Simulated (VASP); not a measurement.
# Pt (P6_3/mmc) in VASP: vibrations by perturbation theory with PBEsol

Aim: the vibrations by perturbation theory of Pt with PBEsol.

Everything below comes from runs of VASP 6.6.1. Logs are shortened: lines on timing, memory, paths and dates and some standing lists are left out, and cuts for length are marked.

## 1. The cell of the first run

Symmetry: P6_3/mmc, No. 194, hexagonal system. Conventional cell: a = 2.761 Å, b = 2.761 Å, c = 4.792 Å, α = 90.00°, β = 90.00°, γ = 120.00°. Pt (site symmetry -6m2) has 12 Pt at 2.76 to 2.88 Å within 3.6 Å.

## 2. Vibrations by perturbation theory, PBEsol

INCAR reads:

```
SYSTEM = Pt
PREC = Accurate ; ENCUT = 520
EDIFF = 1E-8 ; ISMEAR = -1
SIGMA = 0.1 ; LREAL = .FALSE.
LASPH = .TRUE. ; NELM = 60
ALGO = Normal ; ISIF = 2
LWAVE = .FALSE. ; LCHARG = .TRUE.
GGA = PS ; IBRION = 8
NSW = 1
```

KPOINTS reads:

```
regular mesh
0
G
  12 12 6
  0 0 0
```

POSCAR reads:

```
Pt
1.0
    2.7606660000      0.0000000000      0.0000000000
   -1.3803330000      2.3908070000      0.0000000000
    0.0000000000      0.0000000000      4.7921340000
Pt
2
Direct
    0.6666666667      0.3333333333      0.7500000000
    0.3333333333      0.6666666667      0.2500000000
```

Potentials or basis: VASP PAW PBE potentials, release 64 (Pt).

On the command line:

```console
> cat potpaw_PBE.64/Pt/POTCAR > POTCAR
> mpirun -np 1 vasp_std > vasp.out
```

OUTCAR:

```text
SYSTEM = Pt
   PREC = Accurate
   ENCUT = 520
   EDIFF = 1E-8
   ISMEAR = -1
   LREAL = .FALSE.
   LASPH = .TRUE.
   NELM = 60
   ISIF = 2
   GGA = PS
   IBRION = 8
   NSW = 1

 ion  position               nearest neighbor table
   1  0.667  0.333  0.750-   2 2.88   2 2.88   2 2.88   2 2.88   2 2.88   2 2.88
   2  0.333  0.667  0.250-   1 2.88   1 2.88   1 2.88   1 2.88   1 2.88   1 2.88

  LATTYP: Found a hexagonal cell.
 ALAT       =     2.7606660000
 C/A-ratio  =     1.7358615638

  Lattice vectors:

 A1 = (   2.7606660000,   0.0000000000,   0.0000000000)
 A2 = (  -1.3803330000,   2.3908070000,   0.0000000000)
 A3 = (   0.0000000000,   0.0000000000,   4.7921340000)

Analysis of symmetry for initial positions (statically):
=====================================================================
 Subroutine PRICEL returns:
 Original cell was already a primitive cell.

 Routine SETGRP: Setting up the symmetry group for a
 hexagonal supercell.

 Subroutine GETGRP returns: Found 24 space group operations
 (whereof 12 operations were pure point group operations)
 out of a pool of 24 trial point group operations.

The static configuration has the point symmetry D_3d.
 The point group associated with its full space group is D_6h.

Analysis of symmetry for dynamics (positions and initial velocities):
=====================================================================
 Subroutine PRICEL returns:
 Original cell was already a primitive cell.

 Routine SETGRP: Setting up the symmetry group for a
 hexagonal supercell.

 Subroutine GETGRP returns: Found 24 space group operations
 (whereof 12 operations were pure point group operations)
 out of a pool of 24 trial point group operations.

The dynamic configuration has the point symmetry D_3d.
 The point group associated with its full space group is D_6h.

 Subroutine INISYM returns: Found 24 space group operations
 (whereof 12 operations are pure point group operations),
[... 579 lines left out ...]
    -1.380333000  2.390807000  0.000000000     0.000000000  0.418268810  0.000000000
     0.000000000  0.000000000  4.792134000     0.000000000  0.000000000  0.208675300

 POSITION                                       TOTAL-FORCE (eV/Angst)
 -----------------------------------------------------------------------------------
      1.38033      0.79694      3.59410         0.000000     -0.000000      0.000000
     -0.00000      1.59387      1.19803        -0.000000      0.000000      0.000000
 -----------------------------------------------------------------------------------
    total drift:                               -0.000000      0.000000     -0.000000

  FREE ENERGIE OF THE ION-ELECTRON SYSTEM (eV)
  ---------------------------------------------------
  free  energy   TOTEN  =       -13.8101172082 eV

  energy  without entropy=      -13.6886098659  energy(sigma->0) =      -13.74936354

[... ionic steps 2 to 3 ...]

--------------------------------------- Ionic step        4  -------------------------------------------

------------------------ aborting loop because EDIFF is reached ----------------------------------------

[... ionic steps 5 to 5 ...]

--------------------------------------- Ionic step        6  -------------------------------------------

 Free energy of the ion-electron system (eV)
  ---------------------------------------------------
  ---------------------------------------------------
  free energy    TOTEN  =        -0.28224567 eV

  energy without entropy =       -0.28224567

------------------------ aborting loop because EDIFF is reached ----------------------------------------

 INTERNAL STRAIN TENSOR  FOR ION    1  DIRECTION 3   (eV/Angst):
 -----------------------------------------------------------------------------
     0.06619  0.00000 -0.00000
     0.00000  0.06619 -0.00000
     0.00000 -0.00000 -0.12770

 INTERNAL STRAIN TENSOR FOR ION    2 for displacements in x,y,z  (eV/Angst):
          X           Y           Z          XY          YZ          ZX
  --------------------------------------------------------------------------------
  x     0.00000     0.00000     0.00000    -0.03387     0.00000     0.00000
  y    -0.03387     0.03387     0.00000    -0.00000     0.00000     0.00000
  z    -0.00000     0.00000     0.00000     0.00000     0.00000    -0.00000

 SECOND DERIVATIVES (NOT SYMMETRIZED)
 ------------------------------------
               1X          1Y          1Z          2X          2Y          2Z
  1X     0.169494    0.000000    0.000000   -0.169494    0.000000    0.000000
  1Y     0.000000    0.169494    0.000000    0.000000   -0.169494    0.000000
  1Z     0.000000    0.000000   -8.361344    0.000000   -0.000000    8.361344
  2X    -0.169494    0.000000    0.000000    0.169494    0.000000    0.000000
  2Y     0.000000   -0.169494    0.000000    0.000000    0.169494    0.000000
  2Z     0.000000   -0.000000    8.361344    0.000000    0.000000   -8.361344

 Eigenvectors and eigenvalues of the dynamical matrix
 ----------------------------------------------------

   1 f  =    4.577174 THz    28.759231 2PiTHz  152.678082 cm-1    18.929661 meV
             X         Y         Z           dx          dy          dz
      1.380333  0.796936  3.594100     0.000000    0.000000   -0.707107
     -0.000000  1.593871  1.198033     0.000000    0.000000    0.707107
[... 11 lines left out ...]
   4 f  =    0.000000 THz     0.000000 2PiTHz    0.000000 cm-1     0.000000 meV
             X         Y         Z           dx          dy          dz
      1.380333  0.796936  3.594100     0.000000   -0.000000    0.707107
     -0.000000  1.593871  1.198033     0.000000    0.000000    0.707107

   5 f/i=    0.651683 THz     4.094646 2PiTHz   21.737813 cm-1     2.695144 meV
             X         Y         Z           dx          dy          dz
      1.380333  0.796936  3.594100     0.707107   -0.000000    0.000000
     -0.000000  1.593871  1.198033    -0.707107    0.000000    0.000000

   6 f/i=    0.651683 THz     4.094647 2PiTHz   21.737814 cm-1     2.695144 meV
             X         Y         Z           dx          dy          dz
      1.380333  0.796936  3.594100     0.000000    0.707107    0.000000
     -0.000000  1.593871  1.198033    -0.000000   -0.707107    0.000000

--------------------------------------------------------------------------------------------------------

 ELASTIC MODULI CONTR FROM IONIC RELAXATION (kBar)
 Direction    XX          YY          ZZ          XY          YZ          ZX
 --------------------------------------------------------------------------------
 XX          -0.0000     -0.0000     -0.0000     -0.0000      0.0000      0.0000
 YY          -0.0000     -0.0000     -0.0000     -0.0000      0.0000      0.0000
 ZZ          -0.0000     -0.0000     -0.0000     -0.0000      0.0000      0.0000
 XY          -0.0000     -0.0000     -0.0000     -0.0000      0.0000      0.0000
 YZ           0.0000      0.0000      0.0000      0.0000      0.0000      0.0000
 ZX           0.0000      0.0000      0.0000      0.0000      0.0000     -0.0000
 --------------------------------------------------------------------------------
```

stdout:

```text
POSCAR found type information on POSCAR Pt
 POSCAR found :  1 types and       2 ions
 scaLAPACK will be used
 -----------------------------------------------------------------------------
|                                                                             |
|                                                                             |
|     You enforced a specific xc type in the INCAR file but a different       |
|     I HOPE YOU KNOW WHAT YOU ARE DOING!                                     |
|                                                                             |
 -----------------------------------------------------------------------------

 LDA part: xc-table for (Slater+PW92), standard interpolation
 POSCAR, INCAR and KPOINTS ok, starting setup
 FFT: planning ... GRIDC
 FFT: planning ... GRID_SOFT
 FFT: planning ... GRID
 WAVECAR not read
 entering main loop
 Linear response reoptimize wavefunctions to high precision
 Linear response DOF=           2
 Linear response progress:
 first order change of Fermi-energy  -0.13685E-04
 force on displaced ion       1 direction 1 :   0.169   0.000   0.000
 Linear response progress:
 first order change of Fermi-energy   0.18172E-03
 force on displaced ion       1 direction 3 :   0.000   0.000  -8.361
 Linear response finished
```

Wall time 4.4 min (1 thread of Intel Xeon Platinum 8375C at 2.90GHz (Ice Lake), shared host); peak memory 0.37 GiB.

Results:

```yaml
Highest_phonon_frequency_at_Γ: 153 cm⁻¹
Most_unstable_mode: 22i cm⁻¹
```

Phonon frequencies in cm⁻¹ (negative: imaginary):
| q point | frequencies |
| --- | --- |
| (0.000, 0.000, 0.000) | -22 -22 0 0 0 153 |

Caveat: the cell wasn't relaxed at this level first, which shifts response properties; some modes are imaginary; spin-orbit coupling is left out, which moves the levels of the heavy elements.
